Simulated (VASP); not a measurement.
# Ga (P-6m2) in VASP: notebook

The runs below take Ga through single point, relaxation of cell and atoms, with PBE.

All numbers are computed with VASP 6.6.1; they aren't measurements. Logs are shortened: lines on timing, memory, paths and dates and some standing lists are left out, and cuts for length are marked.

### 1 The cell of the first run

Symmetry: P-6m2, No. 187, hexagonal system. Conventional cell: a = 3.388 Å, b = 3.388 Å, c = 5.341 Å, α = 90.00°, β = 90.00°, γ = 120.00°. Ga (site symmetry 3m) has 5 Ga at 2.40 to 2.94 Å within 3.2 Å. Ga (site symmetry -6m2) has 6 Ga at 2.45 Å within 3.2 Å.

The cell was generated, and may not be a known phase.

### 2 Single point, PBE

INCAR reads:

```
PREC = Accurate
ENCUT = 520
EDIFF = 1E-7
ISMEAR = 0
SIGMA = 0.1
LREAL = F
LASPH = T
NELM = 100
ALGO = Normal
ISIF = 2
LWAVE = F
LCHARG = T
GGA = PE
LELF = T
LVHAR = T
NBANDS = 26
```

KPOINTS reads:

```
regular mesh
0
Gamma
  6 6 4
```

POSCAR reads:

```
Ga
1.0
    3.3879734700      0.0000000000      0.0000000000
   -1.6939867400      2.9340710900      0.0000000000
    0.0000000000      0.0000000000      5.3407417700
Ga
3
Direct
    0.6666666700      0.3333333300      0.7249647000
    0.6666666700      0.3333333300      0.2750353000
    0.0000000000      0.0000000000      0.0000000000
```

Potentials or basis: VASP PAW PBE potentials, release 64 (Ga_d).

On the command line:

```console
> cat potpaw_PBE.64/Ga_d/POTCAR > POTCAR
> mpirun -np 1 vasp_std > vasp.out
```

OUTCAR:

```text
PREC = Accurate
   ENCUT = 520
   EDIFF = 1E-7
   ISMEAR = 0
   LREAL = F
   LASPH = T
   NELM = 100
   ISIF = 2
   GGA = PE

 ion  position               nearest neighbor table
   1  0.667  0.333  0.725-   2 2.40   3 2.45   3 2.45   3 2.45
   2  0.667  0.333  0.275-   1 2.40   3 2.45   3 2.45   3 2.45
   3  0.000  0.000  0.000-   1 2.45   2 2.45   1 2.45   2 2.45   1 2.45   2 2.45

  LATTYP: Found a hexagonal cell.
 ALAT       =     3.3879734700
 C/A-ratio  =     1.5763824060

  Lattice vectors:

 A1 = (   3.3879734700,   0.0000000000,   0.0000000000)
 A2 = (  -1.6939867400,   2.9340710900,   0.0000000000)
 A3 = (   0.0000000000,   0.0000000000,   5.3407417700)

Analysis of symmetry for initial positions (statically):
=====================================================================
 Subroutine PRICEL returns:
 Original cell was already a primitive cell.

 Routine SETGRP: Setting up the symmetry group for a
 hexagonal supercell.

 Subroutine GETGRP returns: Found 12 space group operations
 (whereof 12 operations were pure point group operations)
 out of a pool of 24 trial point group operations.

The static configuration has the point symmetry D_3h.

Analysis of symmetry for dynamics (positions and initial velocities):
=====================================================================
 Subroutine PRICEL returns:
 Original cell was already a primitive cell.

 Routine SETGRP: Setting up the symmetry group for a
 hexagonal supercell.

 Subroutine GETGRP returns: Found 12 space group operations
 (whereof 12 operations were pure point group operations)
 out of a pool of 24 trial point group operations.

The dynamic configuration has the point symmetry D_3h.

 Subroutine INISYM returns: Found 12 space group operations
 (whereof 12 operations are pure point group operations),
 and found     1 'primitive' translations

----------------------------------------------------------------------------------------

                                     Primitive cell

  volume of cell :      53.0899

  direct lattice vectors                    reciprocal lattice vectors
     3.387973470  0.000000000  0.000000000     0.295161697  0.170411686  0.000000000
    -1.693986740  2.934071090  0.000000000     0.000000000  0.340823371  0.000000000
     0.000000000  0.000000000  5.340741770     0.000000000  0.000000000  0.187239908

  length of vectors
     3.387973470  3.387973470  5.340741770     0.340823371  0.340823371  0.187239908

  position of ions in fractional coordinates (direct lattice)
     0.666666670  0.333333330  0.724964700
     0.666666670  0.333333330  0.275035300
     0.000000000  0.000000000  0.000000000

  ion indices of the primitive-cell ions
   primitive index   ion index
                 1           1
                 2           2
                 3           3

----------------------------------------------------------------------------------------

 KPOINTS: regular mesh

Automatic generation of k-mesh.
 Grid dimensions read from file:
 generate k-points for:    6    6    4

 Generating k-lattice:

  Cartesian coordinates                     Fractional coordinates (reciprocal lattice)
     0.049193616  0.028401948  0.000000000     0.166666667  0.000000000  0.000000000
     0.000000000  0.056803895  0.000000000     0.000000000  0.166666667  0.000000000
     0.000000000  0.000000000  0.046809977     0.000000000  0.000000000  0.250000000

  Length of vectors
     0.056803895  0.056803895  0.046809977

  Shift w.r.t. Gamma in fractional coordinates (k-lattice)
     0.000000000  0.000000000  0.000000000

 Subroutine IBZKPT returns following result:
 ===========================================

 Found     21 irreducible k-points:

 Following reciprocal coordinates:
            Coordinates               Weight
  0.000000  0.000000  0.000000      1.000000
  0.166667  0.000000  0.000000      6.000000
  0.333333  0.000000  0.000000      6.000000
  0.500000  0.000000  0.000000      3.000000
  0.166667  0.166667  0.000000      6.000000
  0.333333  0.166667  0.000000     12.000000
[... 13 lines left out ...]
  0.333333  0.166667  0.500000     12.000000
  0.333333  0.333333  0.500000      2.000000
   k-points           NKPTS =     21   k-points in BZ     NKDIM =     21   number of bands    NBANDS=     26
   number of dos      NEDOS =    301   number of ions     NIONS =      3
   total plane-waves  NPLWV =  31360
   dimension x,y,z NGX =    28 NGY =   28 NGZ =   40
   dimension x,y,z NGXF=    56 NGYF=   56 NGZF=   80
   ions per type =               3
   NGX,Y,Z   is equivalent  to a cutoff of  13.74, 13.74, 12.45 a.u.
   NGXF,Y,Z  is equivalent  to a cutoff of  27.48, 27.48, 24.90 a.u.
 SYSTEM =  unknown system
   PREC   = accura    normal or accurate (medium, high low for compatibility)
   ISTART =      0    job   : 0-new  1-cont  2-samecut
   ICHARG =      2    charge: 1-file 2-atom 10-const
   ISPIN  =      1    spin polarized calculation?
   LNONCOLLINEAR =      F non collinear calculations
   LSORBIT =      F    spin-orbit coupling
   LASPH  =      T    aspherical Exc in radial PAW
   ENCUT  =  520.0 eV  38.22 Ry    6.18 a.u.   6.30  6.30  9.93*2*pi/ulx,y,z
   NELM   =    100;   NELMIN=  2; NELMDL= -5     # of ELM steps
   EDIFF  = 0.1E-06   stopping-criterion for ELM
   LREAL  =      F    real-space projection
   EDIFFG = 0.1E-05   stopping-criterion for IOM
   NSW    =      0    number of steps for IOM
   IBRION =     -1    ionic relax: 0-MD 1-quasi-New 2-CG
   NFREE  =      0    steps in history (QN), initial steepest desc. (CG)
   ISIF   =      2    stress and relaxation
   ISYM   =      2    0-nonsym 1-usesym 2-fastsym
   POTIM  = 0.5000    time-step for ionic-motion
   TEBEG  =    0.0;   TEEND  =   0.0 temperature during run
   PSTRESS=    0.0 pullay stress
   NELECT =      39.0000    total number of electrons
   NUPDOWN=      -1.0000    fix difference up-down
   EMIN   =  10.00;   EMAX   =-10.00  energy-range for DOS
   EFERMI =   0.00;   METHOD = LEGACY
   ISMEAR =     0;   SIGMA  =   0.10  broadening in eV -4-tet -1-fermi 0-gaus
   EFERMI_NEDOS =   21; number of points for ismear=-14 and -15
   IALGO  =     38    algorithm
   IMIX   =      4    mixing-type and parameters
     AMIX     =   0.40;   BMIX     =  1.00
     AMIX_MAG =   1.60;   BMIX_MAG =  1.00
  volume/ion in A,a.u.               =      17.70       119.42
  Fermi-wavevector in a.u.,A,eV,Ry     =   1.477154  2.791415 29.687674  2.181982
  Thomas-Fermi vector in A             =   2.591592
   LORBIT       =      0    0 simple, 1 ext, 2 COOP (PROOUT), +10 PAW based schemes
   GGA     = PE    functional components
   LHFCALC =     F    Hartree Fock is set to
   AEXX    =    0.0000 exact exchange contribution
   IVDW    =     0    specifies the selected vdW correction
   LEPSILON=     F    determine dielectric tensor
   LRPA    =     F    only Hartree local field effects (RPA)
 non-spin polarized calculation
 Gauss-broadening in eV      SIGMA  =   0.10
  energy-cutoff  :      520.00
  volume of cell :       53.09
 maximum number of plane-waves:      1456
 NGX is ok and might be reduce to    28
   NGX = 13   NGY = 13   NGZ = 19

 number of electron      39.0000010 magnetization

 Free energy of the ion-electron system (eV)
  ---------------------------------------------------
  ext. energy  EPLUGINS =         0.00000000
  ---------------------------------------------------
  free energy    TOTEN  =        -7.67198751 eV

  energy without entropy =       -7.66708835  energy(sigma->0) =       -7.66953793

 E-fermi :   6.1808     XC(G=0): -11.1299

 val. band max:        6.1758187093   @ k =   0.1667   0.1667   0.5000
 cond. band min:       6.2831189502   @ k =   0.1667   0.0000   0.0000
 fundamental gap:      0.1073002409
 Fermi energy:         6.1808022833

 k-point     1 :       0.0000    0.0000    0.0000
  band No.  band energies     occupation
      1      -9.6477      2.00000
      2      -9.5748      2.00000
      3      -9.5748      2.00000
      4      -9.5340      2.00000
      5      -9.5340      2.00000
      6      -9.1768      2.00000
[... 18 lines left out ...]
     25      14.4912      0.00000
     26      14.6304      0.00000

 k-point     2 :       0.1667    0.0000    0.0000
  band No.  band energies     occupation
      1      -9.6462      2.00000
      2      -9.5427      2.00000
      3      -9.5379      2.00000
      4      -9.5175      2.00000
      5      -9.5069      2.00000
      6      -9.2133      2.00000
[... 18 lines left out ...]
     25      14.3654      0.00000
     26      15.0025      0.00000

 k-point     3 :       0.3333    0.0000    0.0000
  band No.  band energies     occupation
      1      -9.6418      2.00000
      2      -9.4865      2.00000
      3      -9.4718      2.00000
      4      -9.4429      2.00000
      5      -9.4282      2.00000
      6      -9.2843      2.00000
[... 18 lines left out ...]
     25      14.4121      0.00000
     26      14.9273      0.00000

 k-point     4 :       0.5000    0.0000    0.0000
  band No.  band energies     occupation
      1      -9.6360      2.00000
      2      -9.4724      2.00000
      3      -9.4305      2.00000
      4      -9.3771      2.00000
      5      -9.3558      2.00000
      6      -9.3158      2.00000
[... 18 lines left out ...]
     25      14.1030      0.00000
     26      14.6288      0.00000
[... 409 lines left out ...]
      1      -9.5537      2.00000
      2      -9.4883      2.00000
      3      -9.4665      2.00000
      4      -9.4288      2.00000
      5      -9.3236      2.00000
      6      -9.2945      2.00000
[... 18 lines left out ...]
     25      15.0515      0.00000
     26      15.5172      0.00000

 k-point    20 :       0.3333    0.1667    0.5000
  band No.  band energies     occupation
      1      -9.5562      2.00000
      2      -9.4439      2.00000
      3      -9.3866      2.00000
      4      -9.3645      2.00000
      5      -9.3058      2.00000
      6      -9.2327      2.00000
[... 18 lines left out ...]
     25      13.5973      0.00000
     26      14.3029      0.00000

 k-point    21 :       0.3333    0.3333    0.5000
  band No.  band energies     occupation
      1      -9.5710      2.00000
      2      -9.3856      2.00000
      3      -9.3349      2.00000
      4      -9.3201      2.00000
      5      -9.2669      2.00000
      6      -9.2332      2.00000
[... 18 lines left out ...]
     25      13.7763      0.00000
     26      14.1274      0.00000

------------------------ aborting loop because EDIFF is reached ----------------------------------------

  FORCE on cell =-STRESS in cart. coord.  units (eV):
  Direction    XX          YY          ZZ          XY          YZ          ZX
  --------------------------------------------------------------------------------------
  -------------------------------------------------------------------------------------
  Total        4.4487442      4.4487442      6.9066537     -0.0000000      0.0000000     -0.0000000
  in kB      134.2566500    134.2566498    208.4327948     -0.0000002      0.0000000     -0.0000000
  external PRESSURE =     158.9820315 kB  Pullay stress =       0.0000000 kB

 VOLUME and BASIS-vectors are now :
 -----------------------------------------------------------------------------
  energy-cutoff  :      520.00
  volume of cell :       53.09
      direct lattice vectors                 reciprocal lattice vectors
     3.387973470  0.000000000  0.000000000     0.295161697  0.170411686  0.000000000
    -1.693986740  2.934071090  0.000000000     0.000000000  0.340823371  0.000000000
     0.000000000  0.000000000  5.340741770     0.000000000  0.000000000  0.187239908

 POSITION                                       TOTAL-FORCE (eV/Angst)
 -----------------------------------------------------------------------------------
      1.69399      0.97802      3.87185         0.000000      0.000000     -1.057746
      1.69399      0.97802      1.46889        -0.000000      0.000000      1.057746
      0.00000      0.00000      0.00000         0.000000     -0.000000      0.000000
 -----------------------------------------------------------------------------------
    total drift:                               -0.000013      0.000007     -0.000000

  FREE ENERGIE OF THE ION-ELECTRON SYSTEM (eV)
  ---------------------------------------------------
  free  energy   TOTEN  =        -7.6719875084 eV

  energy  without entropy=       -7.6670883457  energy(sigma->0) =       -7.66953793
```

Run time: 33 s. Hardware: 1 thread of Intel Xeon Platinum 8275CL at 3.00GHz (Skylake/Cascade Lake), shared host; peak memory 0.18 GiB.

Results:

| Item | Value |
| --- | --- |
| Free energy | -7.6720 eV |
| Pressure | 15.9 GPa |
| Largest force | 1.058 eV/Å |
| Band gap on the k mesh | zero (an odd number of electrons rules out a gap without spin polarisation) |

Forces on the atoms (eV/Å):
```
Ga   0.000  0.000 -1.058
Ga   0.000  0.000  1.058
Ga   0.000  0.000  0.000
```

Caveat: the stress differs along the axes, from 13 to 21 GPa; forces of over 1 eV/Å act on the atoms, so gaps and moduli don't describe the material at rest.

(Part 1 of 3 ends here.)

The gap in the log of VASP goes by the Fermi energy; the results here count the filled bands.